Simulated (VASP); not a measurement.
Set up this calculation in VASP 6.6.1, as the native input.

```
Task                   : single point
Functional             : PBEsol
Potentials or basis    : VASP PAW PBE potentials, release 64 (In_d, Pd)
Cutoff                 : 520 eV
k mesh                 : 14 × 14 × 14
Occupations            : gaussian, width 0.15 eV
Spin                   : no spin polarisation
Dipole correction      : no
Further INCAR settings : ALGO = Fast; EDIFF = 1e-06; NBANDS = 18
```

The structure of InPd lies in POSCAR:

```
InPd
1.0
    3.2466286217      0.0000000000      0.0000000000
    0.0000000000      3.2466286217      0.0000000000
    0.0000000000      0.0000000000      3.2466286217
In Pd
1 1
Direct
   -0.0099348178      0.0000000000      0.0000000000
    0.5107188114      0.5000000000      0.5000000000
```

This cell differs from its parent crystal: atoms displaced along a vibrational mode.

The input as run:

INCAR

```
SYSTEM = InPd
  PREC = Accurate
  ENCUT = 520
  EDIFF = 1E-6
  ISMEAR = 0
  SIGMA = 0.15
  LREAL = .False.
  LASPH = .True.
  NELM = 100
  ALGO = Fast
  ISIF = 2
  LWAVE = .False.
  LCHARG = .False.
  GGA = PS
  NBANDS = 18
```

KPOINTS

```
regular mesh
0
Gamma
  14 14 14
  0 0 0
```

Potentials or basis: VASP PAW PBE potentials, release 64 (In_d, Pd).

Launch:

```bash
$ cat potpaw_PBE.64/In_d/POTCAR potpaw_PBE.64/Pd/POTCAR > POTCAR
$ mpirun -np 1 vasp_std > vasp.out
```

Results of the run:

- Pressure: 0.3 GPa
- Largest force: 0.293 eV/Å
- Band gap on the k mesh: zero (an odd number of electrons rules out a gap without spin polarisation)

Caveat: the cell differs from its parent crystal (atoms displaced along a vibrational mode); the PAW data sets were made with another functional, which shifts forces and pressure a little; spin-orbit coupling is left out, which moves the levels of the heavy elements.

Run time: 56 s on 1 thread of Intel(R) Xeon(R) 6975P-C (Granite Rapids) (shared host), peak memory 0.29 GiB.
